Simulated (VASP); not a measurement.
# Na (Fm-3m) in VASP: further runs

The runs below take Na through single point, with PBEsol.

All numbers are computed with VASP 6.6.1; they aren't measurements. Logs are shortened: lines on timing, memory, paths and dates and some standing lists are left out, and cuts for length are marked.

## Step 1: The cell of the first run

It takes space group Fm-3m (No. 225, cubic). The conventional cell has a = 3.206 Å, b = 3.206 Å, c = 3.206 Å, α = 90.00°, β = 90.00°, γ = 90.00°. Within 3.0 Å of Na (site symmetry m-3m) lie 12 Na at 2.27 Å.

This isn't the form of Na at room conditions, which is bcc.

## Step 2: Single point, PBEsol

The input, INCAR:

```
SYSTEM = Na
  PREC = Accurate
  ENCUT = 500
  EDIFF = 1E-6
  ISMEAR = 0
  SIGMA = 0.1
  LREAL = .FALSE.
  LASPH = .TRUE.
  NELM = 120
  ALGO = Normal
  ISIF = 2
  LWAVE = .FALSE.
  LCHARG = .FALSE.
  GGA = PS
  NBANDS = 10
  GGA_COMPAT = .FALSE.
```

The input, KPOINTS:

```
regular mesh
0
G
  22 22 22
  0 0 0
```

The input, POSCAR:

```
Na
1.0
    0.0000000000      1.6029829885      1.6029829885
    1.6029829885      0.0000000000      1.6029829885
    1.6029829885      1.6029829885      0.0000000000
Na
1
Direct
    0.0000000000      0.0000000000      0.0000000000
```

Potentials or basis: VASP PAW PBE potentials, release 64 (Na_pv).

Command:

```console
$ cat potpaw_PBE.64/Na_pv/POTCAR > POTCAR
$ mpirun -np 1 vasp_std > vasp.out
```

OUTCAR:

```text
SYSTEM = Na
   PREC = Accurate
   ENCUT = 500
   EDIFF = 1E-6
   ISMEAR = 0
   LREAL = .FALSE.
   LASPH = .TRUE.
   NELM = 120
   ISIF = 2
   GGA = PS

 ion  position               nearest neighbor table
   1  0.000  0.000  0.000-

  LATTYP: Found a face centered cubic cell.
 ALAT       =     3.2059659770

  Lattice vectors:

 A1 = (   0.0000000000,   1.6029829885,   1.6029829885)
 A2 = (   1.6029829885,   0.0000000000,   1.6029829885)
 A3 = (   1.6029829885,   1.6029829885,   0.0000000000)

Analysis of symmetry for initial positions (statically):
=====================================================================
 Subroutine PRICEL returns:
 Original cell was already a primitive cell.

 Routine SETGRP: Setting up the symmetry group for a
 face centered cubic supercell.

 Subroutine GETGRP returns: Found 48 space group operations
 (whereof 48 operations were pure point group operations)
 out of a pool of 48 trial point group operations.

The static configuration has the point symmetry O_h .

Analysis of symmetry for dynamics (positions and initial velocities):
=====================================================================
 Subroutine PRICEL returns:
 Original cell was already a primitive cell.

 Routine SETGRP: Setting up the symmetry group for a
 face centered cubic supercell.

 Subroutine GETGRP returns: Found 48 space group operations
 (whereof 48 operations were pure point group operations)
 out of a pool of 48 trial point group operations.

The dynamic configuration has the point symmetry O_h .

 Subroutine INISYM returns: Found 48 space group operations
 (whereof 48 operations are pure point group operations),
 and found     1 'primitive' translations

----------------------------------------------------------------------------------------

                                     Primitive cell

  volume of cell :       8.2379

  direct lattice vectors                    reciprocal lattice vectors
     0.000000000  1.602982988  1.602982988    -0.311918469  0.311918469  0.311918469
     1.602982988  0.000000000  1.602982988     0.311918469 -0.311918469  0.311918469
     1.602982988  1.602982988  0.000000000     0.311918469  0.311918469 -0.311918469

  length of vectors
     2.266960283  2.266960283  2.266960283     0.540258637  0.540258637  0.540258637

  position of ions in fractional coordinates (direct lattice)
     0.000000000  0.000000000  0.000000000

  ion indices of the primitive-cell ions
   primitive index   ion index
                 1           1

----------------------------------------------------------------------------------------

 KPOINTS: regular mesh

Automatic generation of k-mesh.
 Grid dimensions read from file:
 generate k-points for:   22   22   22

 Generating k-lattice:

  Cartesian coordinates                     Fractional coordinates (reciprocal lattice)
    -0.014178112  0.014178112  0.014178112     0.045454545  0.000000000  0.000000000
     0.014178112 -0.014178112  0.014178112     0.000000000  0.045454545  0.000000000
     0.014178112  0.014178112 -0.014178112     0.000000000  0.000000000  0.045454545

  Length of vectors
     0.024557211  0.024557211  0.024557211

  Shift w.r.t. Gamma in fractional coordinates (k-lattice)
     0.000000000  0.000000000  0.000000000

 Subroutine IBZKPT returns following result:
 ===========================================

 Found    328 irreducible k-points:

 Following reciprocal coordinates:
            Coordinates               Weight
  0.000000  0.000000  0.000000      1.000000
  0.045455  0.000000  0.000000      8.000000
  0.090909  0.000000  0.000000      8.000000
  0.136364  0.000000  0.000000      8.000000
  0.181818  0.000000  0.000000      8.000000
  0.227273  0.000000  0.000000      8.000000
[... 16 lines left out ...]
  0.500000  0.045455  0.000000     24.000000
 -0.454545  0.045455  0.000000     24.000000
 [... further k-points ...]
   k-points           NKPTS =    328   k-points in BZ     NKDIM =    328   number of bands    NBANDS=     10
   number of dos      NEDOS =    301   number of ions     NIONS =      1
   total plane-waves  NPLWV =   5832
   dimension x,y,z NGX =    18 NGY =   18 NGZ =   18
   dimension x,y,z NGXF=    36 NGYF=   36 NGZF=   36
   ions per type =               1
   NGX,Y,Z   is equivalent  to a cutoff of  13.20, 13.20, 13.20 a.u.
   NGXF,Y,Z  is equivalent  to a cutoff of  26.40, 26.40, 26.40 a.u.
 SYSTEM =  Na
   PREC   = accura    normal or accurate (medium, high low for compatibility)
   ISTART =      0    job   : 0-new  1-cont  2-samecut
   ICHARG =      2    charge: 1-file 2-atom 10-const
   ISPIN  =      1    spin polarized calculation?
   LNONCOLLINEAR =      F non collinear calculations
   LSORBIT =      F    spin-orbit coupling
   LASPH  =      T    aspherical Exc in radial PAW
   ENCUT  =  500.0 eV  36.75 Ry    6.06 a.u.   4.13  4.13  4.13*2*pi/ulx,y,z
   NELM   =    120;   NELMIN=  2; NELMDL= -5     # of ELM steps
   EDIFF  = 0.1E-05   stopping-criterion for ELM
   LREAL  =      F    real-space projection
   EDIFFG = 0.1E-04   stopping-criterion for IOM
   NSW    =      0    number of steps for IOM
   IBRION =     -1    ionic relax: 0-MD 1-quasi-New 2-CG
   NFREE  =      0    steps in history (QN), initial steepest desc. (CG)
   ISIF   =      2    stress and relaxation
   ISYM   =      2    0-nonsym 1-usesym 2-fastsym
   POTIM  = 0.5000    time-step for ionic-motion
   TEBEG  =    0.0;   TEEND  =   0.0 temperature during run
   PSTRESS=    0.0 pullay stress
   NELECT =       7.0000    total number of electrons
   NUPDOWN=      -1.0000    fix difference up-down
   EMIN   =  10.00;   EMAX   =-10.00  energy-range for DOS
   EFERMI =   0.00;   METHOD = LEGACY
   ISMEAR =     0;   SIGMA  =   0.10  broadening in eV -4-tet -1-fermi 0-gaus
   EFERMI_NEDOS =   21; number of points for ismear=-14 and -15
   IALGO  =     38    algorithm
   IMIX   =      4    mixing-type and parameters
     AMIX     =   0.40;   BMIX     =  1.00
     AMIX_MAG =   1.60;   BMIX_MAG =  1.00
  volume/ion in A,a.u.               =       8.24        55.59
  Fermi-wavevector in a.u.,A,eV,Ry     =   1.550608  2.930224 32.713633  2.404384
  Thomas-Fermi vector in A             =   2.655247
   LORBIT       =      0    0 simple, 1 ext, 2 COOP (PROOUT), +10 PAW based schemes
   GGA     = PS    functional components
   LHFCALC =     F    Hartree Fock is set to
   AEXX    =    0.0000 exact exchange contribution
   IVDW    =     0    specifies the selected vdW correction
   LEPSILON=     F    determine dielectric tensor
   LRPA    =     F    only Hartree local field effects (RPA)
 non-spin polarized calculation
 Gauss-broadening in eV      SIGMA  =   0.10
  energy-cutoff  :      500.00
  volume of cell :        8.24
 maximum number of plane-waves:       222
 NGX is ok and might be reduce to    18
   NGX =  9   NGY =  9   NGZ =  9

 number of electron       6.9999998 magnetization

 Free energy of the ion-electron system (eV)
  ---------------------------------------------------
  ext. energy  EPLUGINS =         0.00000000
  ---------------------------------------------------
  free energy    TOTEN  =         3.61264289 eV

  energy without entropy =        3.61394391  energy(sigma->0) =        3.61329340

 E-fermi :  11.7449     XC(G=0): -12.4252

 val. band max:       11.6954813641   @ k =  -0.3182   0.2273   0.0000
 cond. band min:      11.7468762098   @ k =  -0.4091   0.0909   0.0000
 fundamental gap:      0.0513948456
 Fermi energy:        11.7448724160

 k-point     1 :       0.0000    0.0000    0.0000
  band No.  band energies     occupation
      1     -15.6200      2.00000
      2     -15.6200      2.00000
      3     -15.6200      2.00000
      4       3.5230      2.00000
      5      33.9510      0.00000
      6      33.9510      0.00000
      7      33.9510      0.00000
      8      37.3802      0.00000
      9      41.8796      0.00000
     10      43.9488      0.00000

 k-point     2 :       0.0455    0.0000    0.0000
  band No.  band energies     occupation
      1     -15.6797      2.00000
      2     -15.6251      2.00000
      3     -15.6251      2.00000
      4       3.6388      2.00000
      5      32.6647      0.00000
      6      33.9608      0.00000
      7      33.9608      0.00000
      8      38.4988      0.00000
      9      41.8769      0.00000
     10      43.2533      0.00000

 k-point     3 :       0.0909    0.0000    0.0000
  band No.  band energies     occupation
      1     -15.8518      2.00000
      2     -15.6399      2.00000
      3     -15.6399      2.00000
      4       3.9791      2.00000
      5      30.4702      0.00000
      6      33.9689      0.00000
      7      33.9689      0.00000
      8      39.5980      0.00000
      9      42.1208      0.00000
     10      42.1788      0.00000

 k-point     4 :       0.1364    0.0000    0.0000
  band No.  band energies     occupation
      1     -16.1159      2.00000
      2     -15.6632      2.00000
      3     -15.6632      2.00000
      4       4.5251      2.00000
      5      28.1923      0.00000
      6      33.9160      0.00000
      7      33.9160      0.00000
      8      39.1234      0.00000
      9      41.3221      0.00000
     10      41.3221      0.00000

 k-point     5 :       0.1818    0.0000    0.0000
  band No.  band energies     occupation
      1     -16.4437      2.00000
      2     -15.6930      2.00000
      3     -15.6930      2.00000
      4       5.2501      2.00000
      5      25.9708      0.00000
      6      33.7299      0.00000
      7      33.7299      0.00000
      8      38.1625      0.00000
      9      40.8477      0.00000
     10      40.8478      0.00000

 k-point     6 :       0.2273    0.0000    0.0000
  band No.  band energies     occupation
      1     -16.8033      2.00000
      2     -15.7268      2.00000
      3     -15.7268      2.00000
      4       6.1254      2.00000
      5      23.8478      0.00000
      6      33.3837      0.00000
      7      33.3837      0.00000
      8      37.2647      0.00000
      9      40.7974      0.00000
     10      40.7974      0.00000
[... 183 lines left out ...]
 k-point    21 :       0.4091    0.0455    0.0000
  band No.  band energies     occupation
      1     -17.9200      2.00000
      2     -15.8668      2.00000
      3     -15.8561      2.00000
      4      10.2968      2.00000
      5      17.1074      0.00000
      6      30.6977      0.00000
      7      31.5766      0.00000
      8      36.7188      0.00000
      9      41.6630      0.00000
     10      41.9177      0.00000

 k-point    22 :       0.4545    0.0455    0.0000
  band No.  band energies     occupation
      1     -18.0800      2.00000
      2     -15.8819      2.00000
      3     -15.8765      2.00000
      4      11.5814      1.97924
      5      15.5290      0.00000
      6      30.3963      0.00000
      7      31.3995      0.00000
      8      36.5176      0.00000
      9      41.8437      0.00000
     10      42.4186      0.00000

 k-point    23 :       0.5000    0.0455    0.0000
  band No.  band energies     occupation
      1     -18.1545      2.00000
      2     -15.8989      2.00000
      3     -15.8763      2.00000
      4      12.8369      0.00000
      5      14.1423      0.00000
      6      30.2279      0.00000
      7      31.3510      0.00000
      8      36.4287      0.00000
      9      41.8508      0.00000
     10      42.8865      0.00000

 k-point    24 :      -0.4545    0.0455    0.0000
  band No.  band energies     occupation
      1     -18.1394      2.00000
      2     -15.9059      2.00000
      3     -15.8661      2.00000
      4      12.4450      0.00000
      5      14.5610      0.00000
      6      30.1909      0.00000
      7      31.4456      0.00000
      8      36.4366      0.00000
      9      41.8538      0.00000
     10      43.1238      0.00000

 [... further k-points ...]
[... 5 lines left out ...]
  --------------------------------------------------------------------------------------
  -------------------------------------------------------------------------------------
  Total       10.3706812     10.3706812     10.3706812      0.0000000     -0.0000000      0.0000000
  in kB     2016.9778647   2016.9778647   2016.9778647      0.0000000     -0.0000000      0.0000000
  external PRESSURE =    2016.9778647 kB  Pullay stress =       0.0000000 kB

 VOLUME and BASIS-vectors are now :
 -----------------------------------------------------------------------------
  energy-cutoff  :      500.00
  volume of cell :        8.24
      direct lattice vectors                 reciprocal lattice vectors
     0.000000000  1.602982988  1.602982988    -0.311918469  0.311918469  0.311918469
     1.602982988  0.000000000  1.602982988     0.311918469 -0.311918469  0.311918469
     1.602982988  1.602982988  0.000000000     0.311918469  0.311918469 -0.311918469

 POSITION                                       TOTAL-FORCE (eV/Angst)
 -----------------------------------------------------------------------------------
      0.00000      0.00000      0.00000         0.000000     -0.000000      0.000000
 -----------------------------------------------------------------------------------
    total drift:                               -0.000000     -0.000000      0.000000

  FREE ENERGIE OF THE ION-ELECTRON SYSTEM (eV)
  ---------------------------------------------------
  free  energy   TOTEN  =         3.6126428856 eV

  energy  without entropy=        3.6139439120  energy(sigma->0) =        3.61329340
```

It took 45 s on 1 thread of Intel Xeon 8259CL, shared host; peak memory 0.13 GiB.

What came out:

```
Free energy            : 3.6126 eV
Pressure               : 201.7 GPa
Band gap on the k mesh : zero (an odd number of electrons rules out a gap without spin polarisation)
```

Levels at points of the mesh, in eV from the Fermi level:
| k point | band 1 | band 2 | band 3 | band 4 | band 5 | band 6 | band 7 | band 8 | band 9 |
| --- | --- | --- | --- | --- | --- | --- | --- | --- | --- |
| (0.00, 0.00, 0.00) | -27.36 | -27.36 | -27.36 | -8.22 | 22.21 | 22.21 | 22.21 | 25.64 | 30.13 |
| (0.50, 0.00, 0.00) | -29.92 | -27.61 | -27.61 | 1.27 | 2.09 | 19.63 | 19.63 | 23.44 | 30.12 |
| (0.50, 0.50, 0.00) | -29.63 | -28.12 | -28.12 | 1.99 | 5.21 | 9.24 | 19.14 | 19.14 | 30.04 |

Caveat: the cell stands under pressure; the PAW data sets were made with another functional, which shifts forces and pressure a little.

## Step 3: Single point, PBEsol

This run uses another cell than the first one, of 9.94 Å³/atom.

The input, INCAR:

```
SYSTEM = Na
PREC = Accurate ; ENCUT = 500
EDIFF = 1E-6 ; ISMEAR = 0
SIGMA = 0.1 ; LREAL = .False.
LASPH = .True. ; NELM = 120
ALGO = Normal ; ISIF = 2
LWAVE = .False. ; LCHARG = .False.
GGA = PS ; NBANDS = 10
GGA_COMPAT = .False.
```

The input, KPOINTS:

```
regular mesh
0
Gamma
  22 22 22
  0 0 0
```

The input, POSCAR:

```
Na
1.0
    0.0000000000      1.7063545801      1.7063545801
    1.7063545801      0.0000000000      1.7063545801
    1.7063545801      1.7063545801      0.0000000000
Na
1
Direct
    0.0000000000      0.0000000000      0.0000000000
```

Potentials or basis: VASP PAW PBE potentials, release 64 (Na_pv).

Command:

```console
$ cat potpaw_PBE.64/Na_pv/POTCAR > POTCAR
$ mpirun -np 1 vasp_std > vasp.out
```

Wall time 53 s (1 thread of Intel Xeon 8259CL, shared host); peak memory 0.14 GiB.

It converged, with:

| Quantity | Value |
| --- | --- |
| Free energy | 1.9501 eV |
| Pressure | 120.8 GPa |
| Band gap on the k mesh | zero (an odd number of electrons rules out a gap without spin polarisation) |

Levels at points of the mesh, in eV from the Fermi level:
```tsv
k point	band 1	band 2	band 3	band 4	band 5	band 6	band 7	band 8
(0.00, 0.00, 0.00)	-26.37	-26.37	-26.37	-7.48	20.78	20.78	20.78	23.78
(0.50, 0.00, 0.00)	-28.06	-26.54	-26.54	1.05	2.12	18.49	18.49	21.74
(0.50, 0.50, 0.00)	-27.88	-26.88	-26.88	2.58	4.49	9.33	17.10	17.10
```

Caveat: the cell stands under pressure; the PAW data sets were made with another functional, which shifts forces and pressure a little.

## Step 4: Single point, PBEsol

This run uses another cell than the first one, of 13.70 Å³/atom.

The input, INCAR:

```
PREC     = Accurate       # precision mode
ENCUT    = 500            # plane-wave cutoff, eV
EDIFF    = 1E-6           # SCF threshold, eV
ISMEAR   = 0              # smearing method
SIGMA    = 0.1            # smearing width, eV
LREAL    = F              # projectors in reciprocal space
LASPH    = T              # aspherical terms in the spheres
NELM     = 120            # most SCF steps
ALGO     = Normal         # electronic algorithm
ISIF     = 2              # what is computed and relaxed
LWAVE    = F              # write WAVECAR
LCHARG   = F              # write CHGCAR
GGA      = PS             # functional
NBANDS   = 10             # bands
GGA_COMPAT= F
```

The input, KPOINTS:

```
regular mesh
0
Gamma
  22 22 22
```

The input, POSCAR:

```
Na
1.0
    0.0000000000      1.8990761165      1.8990761165
    1.8990761165      0.0000000000      1.8990761165
    1.8990761165      1.8990761165      0.0000000000
Na
1
Direct
    0.0000000000      0.0000000000      0.0000000000
```

Command:

```console
$ cat potpaw_PBE.64/Na_pv/POTCAR > POTCAR
$ mpirun -np 1 vasp_std > vasp.out
```

It took 59 s on 1 thread of Intel Xeon 8259CL, shared host; peak memory 0.14 GiB.

Results (log left out):

| Item | Value |
| --- | --- |
| Free energy | 0.1279 eV |
| Pressure | 47.9 GPa |
| Band gap on the k mesh | zero (an odd number of electrons rules out a gap without spin polarisation) |

Levels at points of the mesh, in eV from the Fermi level:
| k point | band 1 | band 2 | band 3 | band 4 | band 5 | band 6 | band 7 | band 8 | band 9 |
| --- | --- | --- | --- | --- | --- | --- | --- | --- | --- |
| (0.00, 0.00, 0.00) | -25.27 | -25.27 | -25.27 | -6.21 | 18.23 | 18.23 | 18.23 | 20.58 | 24.33 |
| (0.50, 0.00, 0.00) | -26.04 | -25.35 | -25.35 | 0.80 | 1.96 | 16.37 | 16.37 | 18.83 | 22.77 |
| (0.50, 0.50, 0.00) | -25.97 | -25.51 | -25.51 | 3.03 | 3.49 | 8.96 | 13.97 | 13.97 | 21.30 |

Caveat: the cell stands under pressure; the PAW data sets were made with another functional, which shifts forces and pressure a little.

## Step 5: Overview

```tsv
cell	gap on the mesh (eV)	pressure (GPa)
a = 2.267 Å, angles 60.0°, 1 atom	none	201.7
a = 2.413 Å, angles 60.0°, 1 atom	none	120.8
a = 2.686 Å, angles 60.0°, 1 atom	none	47.9
```

Alike in all rows: task single point; level PBEsol; potentials or basis VASP PAW PBE potentials, release 64 (Na_pv); no spin polarisation; k mesh 22 × 22 × 22; cutoff (eV) 500; smearing gaussian 0.1 eV.

Caveats: the cell stands under pressure; the PAW data sets were made with another functional, which shifts forces and pressure a little.

Absolute energies hang on the potentials; compare differences alone.

The gap in the log of VASP goes by the Fermi energy; the results here count the filled bands.